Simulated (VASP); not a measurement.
# KCaCl3 (P4/mmm) in VASP: notebook

Runs on KCaCl3. Level: LDA. Tasks: single point.

Program: VASP 6.6.1. These are calculated values, not measurements. Logs are shortened: lines on timing, memory, paths and dates and some standing lists are left out, and cuts for length are marked.

### 1 The cell of the first run

The structure is tetragonal, space group P4/mmm (No. 123). The conventional cell has a = 6.054 Å, b = 6.054 Å, c = 4.280 Å, α = 90.00°, β = 90.00°, γ = 90.00°. Within 4.9 Å of K (site symmetry 4/mmm) lie 12 Cl at 3.71 to 4.28 Å and 2 K at 4.28 Å and 8 Ca at 4.79 Å. Ca (site symmetry 4/mmm) has 2 Cl at 2.14 Å within 2.8 Å. Cl (site symmetry mmm) has 2 Ca at 3.03 Å and 4 K at 3.71 Å and 4 Cl at 3.71 Å within 4.0 Å. Within 2.8 Å of Cl (site symmetry 4/mmm) lie 2 Ca at 2.14 Å.

### 2 Single point, LDA

INCAR reads:

```
PREC     = Accurate       # precision mode
ENCUT    = 520            # plane-wave cutoff, eV
EDIFF    = 1E-6           # SCF threshold, eV
ISMEAR   = 0              # smearing method
SIGMA    = 0.05           # smearing width, eV
LREAL    = F              # projectors in reciprocal space
LASPH    = T              # aspherical terms in the spheres
NELM     = 60             # most SCF steps
ALGO     = Normal         # electronic algorithm
ISIF     = 2              # what is computed and relaxed
LWAVE    = F              # write WAVECAR
LCHARG   = F              # write CHGCAR
NBANDS   = 28             # bands
```

KPOINTS reads:

```
regular mesh
0
Gamma
  6 6 6
```

POSCAR reads:

```
KCaCl3
1.0
    6.0543296471      0.0000000000      0.0000000000
    0.0000000000      6.0543296471      0.0000000000
    0.0000000000      0.0000000000      4.2804110605
K Ca Cl
1 1 3
Direct
    0.0000000000      0.0000000000      0.0000000000
    0.5000000000      0.5000000000      0.5000000000
    0.0000000000      0.5000000000      0.5000000000
    0.5000000000      0.0000000000      0.5000000000
    0.5000000000      0.5000000000      0.0000000000
```

Potentials or basis: VASP PAW LDA potentials, release 64 (K_sv, Ca_sv, Cl).

The run is started by

```bash
$ cat potpaw_LDA.64/K_sv/POTCAR potpaw_LDA.64/Ca_sv/POTCAR potpaw_LDA.64/Cl/POTCAR > POTCAR
$ mpirun -np 1 vasp_std > vasp.out
```

OUTCAR:

```text
PREC = Accurate
   ENCUT = 520
   EDIFF = 1E-6
   ISMEAR = 0
   LREAL = F
   LASPH = T
   NELM = 60
   ISIF = 2

 ion  position               nearest neighbor table
   1  0.000  0.000  0.000-
   2  0.500  0.500  0.500-   5 2.14   5 2.14
   3  0.000  0.500  0.500-
   4  0.500  0.000  0.500-
   5  0.500  0.500  0.000-   2 2.14   2 2.14

  LATTYP: Found a simple tetragonal cell.
 ALAT       =     6.0543296471
 C/A-ratio  =     0.7070000000

  Lattice vectors:

 A1 = (   6.0543296471,   0.0000000000,   0.0000000000)
 A2 = (   0.0000000000,   6.0543296471,   0.0000000000)
 A3 = (   0.0000000000,   0.0000000000,   4.2804110605)

Analysis of symmetry for initial positions (statically):
=====================================================================
 Subroutine PRICEL returns:
 Original cell was already a primitive cell.

 Routine SETGRP: Setting up the symmetry group for a
 simple tetragonal supercell.

 Subroutine GETGRP returns: Found 16 space group operations
 (whereof 16 operations were pure point group operations)
 out of a pool of 16 trial point group operations.

The static configuration has the point symmetry D_4h.

Analysis of symmetry for dynamics (positions and initial velocities):
=====================================================================
 Subroutine PRICEL returns:
 Original cell was already a primitive cell.

 Routine SETGRP: Setting up the symmetry group for a
 simple tetragonal supercell.

 Subroutine GETGRP returns: Found 16 space group operations
 (whereof 16 operations were pure point group operations)
 out of a pool of 16 trial point group operations.

The dynamic configuration has the point symmetry D_4h.

 Subroutine INISYM returns: Found 16 space group operations
 (whereof 16 operations are pure point group operations),
 and found     1 'primitive' translations

----------------------------------------------------------------------------------------

                                     Primitive cell

  volume of cell :     156.8981

  direct lattice vectors                    reciprocal lattice vectors
     6.054329647  0.000000000  0.000000000     0.165171053  0.000000000  0.000000000
     0.000000000  6.054329647  0.000000000     0.000000000  0.165171053  0.000000000
     0.000000000  0.000000000  4.280411060     0.000000000  0.000000000  0.233622422

  length of vectors
     6.054329647  6.054329647  4.280411060     0.165171053  0.165171053  0.233622422

  position of ions in fractional coordinates (direct lattice)
     0.000000000  0.000000000  0.000000000
     0.500000000  0.500000000  0.500000000
     0.000000000  0.500000000  0.500000000
     0.500000000  0.000000000  0.500000000
     0.500000000  0.500000000  0.000000000

  ion indices of the primitive-cell ions
   primitive index   ion index
                 1           1
                 2           2
                 3           3
                 4           4
                 5           5

----------------------------------------------------------------------------------------

 KPOINTS: regular mesh

Automatic generation of k-mesh.
 Grid dimensions read from file:
 generate k-points for:    6    6    6

 Generating k-lattice:

  Cartesian coordinates                     Fractional coordinates (reciprocal lattice)
     0.027528509  0.000000000  0.000000000     0.166666667  0.000000000  0.000000000
     0.000000000  0.027528509  0.000000000     0.000000000  0.166666667  0.000000000
     0.000000000  0.000000000  0.038937070     0.000000000  0.000000000  0.166666667

  Length of vectors
     0.027528509  0.027528509  0.038937070

  Shift w.r.t. Gamma in fractional coordinates (k-lattice)
     0.000000000  0.000000000  0.000000000

 Subroutine IBZKPT returns following result:
 ===========================================

 Found     40 irreducible k-points:

 Following reciprocal coordinates:
            Coordinates               Weight
  0.000000  0.000000  0.000000      1.000000
  0.166667  0.000000  0.000000      4.000000
  0.333333  0.000000  0.000000      4.000000
  0.500000  0.000000  0.000000      2.000000
  0.166667  0.166667  0.000000      4.000000
  0.333333  0.166667  0.000000      8.000000
[... 16 lines left out ...]
  0.333333  0.000000  0.333333      8.000000
  0.500000  0.000000  0.333333      4.000000
 [... further k-points ...]
   k-points           NKPTS =     40   k-points in BZ     NKDIM =     40   number of bands    NBANDS=     28
   number of dos      NEDOS =    301   number of ions     NIONS =      5
   total plane-waves  NPLWV =  73728
   dimension x,y,z NGX =    48 NGY =   48 NGZ =   32
   dimension x,y,z NGXF=    96 NGYF=   96 NGZF=   64
   ions per type =               1   1   3
   NGX,Y,Z   is equivalent  to a cutoff of  13.18, 13.18, 12.43 a.u.
   NGXF,Y,Z  is equivalent  to a cutoff of  26.36, 26.36, 24.86 a.u.
 SYSTEM =  unknown system
   PREC   = accura    normal or accurate (medium, high low for compatibility)
   ISTART =      0    job   : 0-new  1-cont  2-samecut
   ICHARG =      2    charge: 1-file 2-atom 10-const
   ISPIN  =      1    spin polarized calculation?
   LNONCOLLINEAR =      F non collinear calculations
   LSORBIT =      F    spin-orbit coupling
   LASPH  =      T    aspherical Exc in radial PAW
   ENCUT  =  520.0 eV  38.22 Ry    6.18 a.u.  11.26 11.26  7.96*2*pi/ulx,y,z
   NELM   =     60;   NELMIN=  2; NELMDL= -5     # of ELM steps
   EDIFF  = 0.1E-05   stopping-criterion for ELM
   LREAL  =      F    real-space projection
   EDIFFG = 0.1E-04   stopping-criterion for IOM
   NSW    =      0    number of steps for IOM
   IBRION =     -1    ionic relax: 0-MD 1-quasi-New 2-CG
   NFREE  =      0    steps in history (QN), initial steepest desc. (CG)
   ISIF   =      2    stress and relaxation
   ISYM   =      2    0-nonsym 1-usesym 2-fastsym
   POTIM  = 0.5000    time-step for ionic-motion
   TEBEG  =    0.0;   TEEND  =   0.0 temperature during run
   PSTRESS=    0.0 pullay stress
   NELECT =      40.0000    total number of electrons
   NUPDOWN=      -1.0000    fix difference up-down
   EMIN   =  10.00;   EMAX   =-10.00  energy-range for DOS
   EFERMI =   0.00;   METHOD = LEGACY
   ISMEAR =     0;   SIGMA  =   0.05  broadening in eV -4-tet -1-fermi 0-gaus
   EFERMI_NEDOS =   21; number of points for ismear=-14 and -15
   IALGO  =     38    algorithm
   IMIX   =      4    mixing-type and parameters
     AMIX     =   0.40;   BMIX     =  1.00
     AMIX_MAG =   1.60;   BMIX_MAG =  1.00
  volume/ion in A,a.u.               =      31.38       211.76
  Fermi-wavevector in a.u.,A,eV,Ry     =   1.038060  1.961648 14.661199  1.077568
  Thomas-Fermi vector in A             =   2.172526
   LORBIT       =      0    0 simple, 1 ext, 2 COOP (PROOUT), +10 PAW based schemes
   GGA     = CA    functional components
   LHFCALC =     F    Hartree Fock is set to
   AEXX    =    0.0000 exact exchange contribution
   IVDW    =     0    specifies the selected vdW correction
   LEPSILON=     F    determine dielectric tensor
   LRPA    =     F    only Hartree local field effects (RPA)
 non-spin polarized calculation
 Gauss-broadening in eV      SIGMA  =   0.05
  energy-cutoff  :      520.00
  volume of cell :      156.90
 maximum number of plane-waves:      4280
 NGX is ok and might be reduce to    48

 number of electron      39.9999992 magnetization

 Free energy of the ion-electron system (eV)
  ---------------------------------------------------
  ext. energy  EPLUGINS =         0.00000000
  ---------------------------------------------------
  free energy    TOTEN  =       -18.25386663 eV

  energy without entropy =      -18.25386663  energy(sigma->0) =      -18.25386663

 E-fermi :  -0.7462     XC(G=0):  -8.0331

 val. band max:       -1.0498102465   @ k =   0.0000   0.0000   0.0000
 cond. band min:       2.5387151869   @ k =   0.0000   0.0000   0.0000
 fundamental gap:      3.5885254334
 Fermi energy:        -0.7461609564

 k-point     1 :       0.0000    0.0000    0.0000
  band No.  band energies     occupation
      1     -38.6465      2.00000
      2     -29.4215      2.00000
      3     -20.7752      2.00000
      4     -19.9380      2.00000
      5     -19.9380      2.00000
      6     -15.1488      2.00000
[... 20 lines left out ...]
     27       6.0004      0.00000
     28       6.2318      0.00000

 k-point     2 :       0.1667    0.0000    0.0000
  band No.  band energies     occupation
      1     -38.6465      2.00000
      2     -29.4214      2.00000
      3     -20.7752      2.00000
      4     -19.9399      2.00000
      5     -19.9380      2.00000
      6     -15.1470      2.00000
[... 20 lines left out ...]
     27       6.1101      0.00000
     28       6.2844      0.00000

 k-point     3 :       0.3333    0.0000    0.0000
  band No.  band energies     occupation
      1     -38.6465      2.00000
      2     -29.4214      2.00000
      3     -20.7751      2.00000
      4     -19.9438      2.00000
      5     -19.9379      2.00000
      6     -15.1435      2.00000
[... 20 lines left out ...]
     27       6.2983      0.00000
     28       6.4798      0.00000

 k-point     4 :       0.5000    0.0000    0.0000
  band No.  band energies     occupation
      1     -38.6465      2.00000
      2     -29.4214      2.00000
      3     -20.7751      2.00000
      4     -19.9457      2.00000
      5     -19.9379      2.00000
      6     -15.1418      2.00000
[... 578 lines left out ...]
     27       6.2191      0.00000
     28       7.1184      0.00000

 k-point    23 :       0.3333    0.0000    0.3333
  band No.  band energies     occupation
      1     -38.6378      2.00000
      2     -29.4179      2.00000
      3     -21.2439      2.00000
      4     -19.9343      2.00000
      5     -19.9286      2.00000
      6     -13.8144      2.00000
[... 20 lines left out ...]
     27       6.4320      0.00000
     28       6.9702      0.00000

 k-point    24 :       0.5000    0.0000    0.3333
  band No.  band energies     occupation
      1     -38.6378      2.00000
      2     -29.4179      2.00000
      3     -21.2438      2.00000
      4     -19.9362      2.00000
      5     -19.9285      2.00000
      6     -13.8106      2.00000
[... 20 lines left out ...]
     27       6.5044      0.00000
     28       6.8689      0.00000

 [... further k-points ...]
[... 5 lines left out ...]
  --------------------------------------------------------------------------------------
  -------------------------------------------------------------------------------------
  Total       -5.5944967     -5.5944967     26.5162781      0.0000000      0.0000000      0.0000000
  in kB      -57.1286550    -57.1286550    270.7731161      0.0000000      0.0000000      0.0000000
  external PRESSURE =      52.1719354 kB  Pullay stress =       0.0000000 kB

 VOLUME and BASIS-vectors are now :
 -----------------------------------------------------------------------------
  energy-cutoff  :      520.00
  volume of cell :      156.90
      direct lattice vectors                 reciprocal lattice vectors
     6.054329647  0.000000000  0.000000000     0.165171053  0.000000000  0.000000000
     0.000000000  6.054329647  0.000000000     0.000000000  0.165171053  0.000000000
     0.000000000  0.000000000  4.280411060     0.000000000  0.000000000  0.233622422

 POSITION                                       TOTAL-FORCE (eV/Angst)
 -----------------------------------------------------------------------------------
      0.00000      0.00000      0.00000         0.000000      0.000000      0.000000
      3.02716      3.02716      2.14021         0.000000      0.000000      0.000000
      0.00000      3.02716      2.14021         0.000000      0.000000      0.000000
      3.02716      0.00000      2.14021         0.000000      0.000000      0.000000
      3.02716      3.02716      0.00000         0.000000      0.000000      0.000000
 -----------------------------------------------------------------------------------
    total drift:                                0.000000     -0.000000     -0.000000

  FREE ENERGIE OF THE ION-ELECTRON SYSTEM (eV)
  ---------------------------------------------------
  free  energy   TOTEN  =       -18.2538666335 eV

  energy  without entropy=      -18.2538666335  energy(sigma->0) =      -18.25386663
```

Wall time 57 s (1 thread of Intel Xeon 6975P-C (Granite Rapids), shared host); peak memory 0.32 GiB.

Results:

* Free energy: -18.2539 eV
* Pressure: 5.2 GPa
* Band gap on the k mesh: 3.59 eV

Caveat: the cell stands under pressure.

### 3 Single point, LDA

This run uses another cell than the first one, of the same volume but with other edges.

INCAR reads:

```
SYSTEM = KCaCl3
ALGO = Normal ; EDIFF = 1E-6
ENCUT = 520 ; ISIF = 2
ISMEAR = 0 ; LASPH = .TRUE.
LCHARG = .TRUE. ; LELF = .TRUE.
LREAL = .FALSE. ; LVHAR = .TRUE.
LWAVE = .FALSE. ; NBANDS = 28
NELM = 60 ; PREC = Accurate
SIGMA = 0.05
```

KPOINTS reads:

```
k-points
0
G
  6 6 6
  0 0 0
```

POSCAR: that of step 2 with these lines changed.

```diff
@@ -2,5 +2,5 @@
 1.0
-    6.0543296471      0.0000000000      0.0000000000
-    0.0000000000      6.0543296471      0.0000000000
-    0.0000000000      0.0000000000      4.2804110605
+    4.8053246254      0.0000000000      0.0000000000
+    0.0000000000      4.8053246254      0.0000000000
+    0.0000000000      0.0000000000      6.7947290203
 K Ca Cl
```

Potentials or basis: VASP PAW LDA potentials, release 64 (K_sv, Ca_sv, Cl).

The run is started by

```bash
$ cat potpaw_LDA.64/K_sv/POTCAR potpaw_LDA.64/Ca_sv/POTCAR potpaw_LDA.64/Cl/POTCAR > POTCAR
$ mpirun -np 1 vasp_std > vasp.out
```

It took 76 s on 1 thread of Intel Xeon 6975P-C (Granite Rapids), shared host; peak memory 0.32 GiB.

The run converged. Its results:

| Property | Result |
| --- | --- |
| Free energy | -19.8382 eV |
| Pressure | 2.9 GPa |
| Band gap on the k mesh | 3.59 eV (least direct gap 4.09 eV) |

Stress tensor (GPa, compression positive):
```
 6.56  0.00  0.00
 0.00  6.56  0.00
 0.00  0.00 -4.42
```

Levels at points of the mesh, in eV from the valence-band top:
```
           k point  band 17  band 18  band 19  band 20  band 21  band 22  band 23  band 24
(0.00, 0.00, 0.00)    -0.79    -0.71    -0.50    -0.50     3.59     4.89     5.08     5.08
(0.50, 0.00, 0.00)    -1.39    -1.23    -0.84    -0.75     4.98     5.35     6.08     6.78
(0.50, 0.50, 0.00)    -1.08    -1.08    -1.07     0.00     5.57     6.71     6.96     6.96
(0.00, 0.00, 0.50)    -0.82    -0.82    -0.51    -0.51     4.90     4.99     5.39     5.39
(0.50, 0.00, 0.50)    -1.34    -1.20    -0.96    -0.92     5.55     6.29     6.41     6.69
(0.50, 0.50, 0.50)    -1.11    -0.83    -0.83     0.00     5.68     6.32     6.32     6.55
```

 A k mesh can miss the band edges.

### 4 Single point, LDA

This run uses another cell than the first one, of the same volume but with other edges.

INCAR reads:

```
PREC     = Accurate       # precision mode
ENCUT    = 520            # plane-wave cutoff, eV
EDIFF    = 1E-7           # SCF threshold, eV
ISMEAR   = 0              # smearing method
SIGMA    = 0.05           # smearing width, eV
LREAL    = F              # projectors in reciprocal space
LASPH    = T              # aspherical terms in the spheres
NELM     = 80             # most SCF steps
ALGO     = Normal         # electronic algorithm
ISIF     = 2              # what is computed and relaxed
LWAVE    = F              # write WAVECAR
LCHARG   = F              # write CHGCAR
GGA      = CA             # functional
NBANDS   = 28             # bands
```

KPOINTS reads:

```
Automatic mesh
0
Gamma
  6 6 6
```

POSCAR: that of step 3 with these lines changed.

```diff
@@ -2,5 +2,5 @@
 1.0
-    4.8053246254      0.0000000000      0.0000000000
-    0.0000000000      4.8053246254      0.0000000000
-    0.0000000000      0.0000000000      6.7947290203
+    5.6937652803      0.0000000000      0.0000000000
+    0.0000000000      5.6937652803      0.0000000000
+    0.0000000000      0.0000000000      4.8397004882
 K Ca Cl
```

The run is started by

```bash
$ cat potpaw_LDA.64/K_sv/POTCAR potpaw_LDA.64/Ca_sv/POTCAR potpaw_LDA.64/Cl/POTCAR > POTCAR
$ mpirun -np 1 vasp_std > vasp.out
```

Wall time 77 s (1 thread of Intel Xeon 6975P-C (Granite Rapids), shared host); peak memory 0.3 GiB.

It converged, with:

```
Free energy            : -20.6483 eV
Pressure               : -1.1 GPa
Band gap on the k mesh : 4.27 eV (least direct gap 4.43 eV)
```

Stress tensor (GPa, compression positive):
```
-4.35  0.00  0.00
 0.00 -4.35  0.00
 0.00  0.00  5.40
```

Levels at points of the mesh, in eV from the valence-band top:
```csv
k point,band 17,band 18,band 19,band 20,band 21,band 22,band 23,band 24
"(0.00, 0.00, 0.00)",-0.29,-0.24,-0.24,-0.16,4.27,5.41,5.42,5.42
"(0.50, 0.00, 0.00)",-0.66,-0.52,-0.33,-0.23,5.51,5.94,6.07,6.16
"(0.50, 0.50, 0.00)",-1.06,-0.55,-0.55,-0.09,6.19,6.19,6.67,7.38
"(0.00, 0.00, 0.50)",-0.96,-0.61,-0.37,-0.37,5.77,5.93,6.72,6.84
"(0.50, 0.00, 0.50)",-0.74,-0.71,-0.69,-0.02,6.51,6.63,7.05,7.27
"(0.50, 0.50, 0.50)",-1.07,-0.06,0.00,0.00,6.02,7.00,7.04,7.04
```

 A k mesh can miss the band edges.

### 5 Single point, LDA

This run uses another cell than the first one, of the same volume but with other edges.

INCAR reads:

```
PREC = Accurate ; ENCUT = 520
EDIFF = 1E-7 ; ISMEAR = 0
SIGMA = 0.05 ; LREAL = False
LASPH = True ; NELM = 60
ALGO = Normal ; ISIF = 2
LWAVE = False ; LCHARG = False
NBANDS = 28
```

KPOINTS reads:

```
regular mesh
0
Gamma
  6 6 6
```

POSCAR: that of step 4 with these lines changed.

```diff
@@ -2,5 +2,5 @@
 1.0
-    5.6937652803      0.0000000000      0.0000000000
-    0.0000000000      5.6937652803      0.0000000000
-    0.0000000000      0.0000000000      4.8397004882
+    5.0754994656      0.0000000000      0.0000000000
+    0.0000000000      5.0754994656      0.0000000000
+    0.0000000000      0.0000000000      6.0905993587
 K Ca Cl
```

The run is started by

```bash
$ cat potpaw_LDA.64/K_sv/POTCAR potpaw_LDA.64/Ca_sv/POTCAR potpaw_LDA.64/Cl/POTCAR > POTCAR
$ mpirun -np 1 vasp_std > vasp.out
```

Run time: 83 s. Hardware: 1 thread of Intel Xeon 6975P-C (Granite Rapids), shared host; peak memory 0.32 GiB.

The run converged. Its results:

- Free energy: -20.7302 eV
- Pressure: -1.0 GPa
- Band gap on the k mesh: 4.05 eV (least direct gap 4.47 eV)

Stress tensor (GPa, compression positive):
```
 0.95  0.00  0.00
 0.00  0.95  0.00
 0.00  0.00 -4.95
```

Levels at points of the mesh, in eV from the valence-band top:
| k point | band 17 | band 18 | band 19 | band 20 | band 21 | band 22 | band 23 | band 24 |
| --- | --- | --- | --- | --- | --- | --- | --- | --- |
| (0.00, 0.00, 0.00) | -0.61 | -0.45 | -0.42 | -0.42 | 4.05 | 5.19 | 5.24 | 5.24 |
| (0.50, 0.00, 0.00) | -1.20 | -0.88 | -0.57 | -0.54 | 5.48 | 5.58 | 6.23 | 6.62 |
| (0.50, 0.50, 0.00) | -1.07 | -0.86 | -0.86 | 0.00 | 6.07 | 6.82 | 6.82 | 6.89 |
| (0.00, 0.00, 0.50) | -0.72 | -0.72 | -0.47 | -0.47 | 5.24 | 5.53 | 5.83 | 5.83 |
| (0.50, 0.00, 0.50) | -1.18 | -1.15 | -0.77 | -0.40 | 5.94 | 6.63 | 6.65 | 7.19 |
| (0.50, 0.50, 0.50) | -1.18 | -0.35 | -0.35 | 0.00 | 5.82 | 6.75 | 6.75 | 6.87 |

 A k mesh can miss the band edges.

[end of part 1 of 2]
